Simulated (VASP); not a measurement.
AlCo: single point with PBEsol

Crystal: AlCo.

```
Co Al
1.0
     2.71190    0.00000    0.00000
     0.00000    2.71190    0.00000
     0.00000    0.00000    2.71190
Co Al
1 1
Direct
  0.50000 0.50000 0.50000
  0.00000 0.00000 0.00000
```

```
Program             : VASP 6.6.1
Task                : single point
Functional          : PBEsol
Potentials or basis : VASP PAW PBE potentials, release 64 (Co, Al)
Cutoff              : 520 eV
k mesh              : 9 × 9 × 9
Occupations         : fermi-dirac, width 0.05 eV
Spin                : collinear spin, ferromagnetic start
Starting moments    : [2.0, 0.0] μB
```

```
Pressure                                              : 30.2 GPa
Band gap on the k mesh                                : zero (filled and empty bands overlap)
Net moment                                            : 0.00 μB per cell
Valence electrons inside the program's atomic spheres : Co 8.78; Al 0.92
```

Levels at points of the mesh, in eV from the Fermi level:
Spin up:
```
           k point  band 4  band 5  band 6  band 7  band 8  band 9
(0.00, 0.00, 0.00)   -1.01   -1.01   -1.01    6.76    6.76    6.76
```
Spin down:
```tsv
k point	band 4	band 5	band 6	band 7	band 8	band 9
(0.00, 0.00, 0.00)	-1.01	-1.01	-1.01	6.76	6.76	6.76
```

Wall time 17 s on 1 thread of Intel(R) Xeon(R) 6975P-C (Granite Rapids), with other jobs on the host, peak memory 0.13 GiB.

Caveat: the starting moments collapsed, and a magnetic state may lie lower; the PAW data sets were made with another functional, which shifts forces and pressure a little.
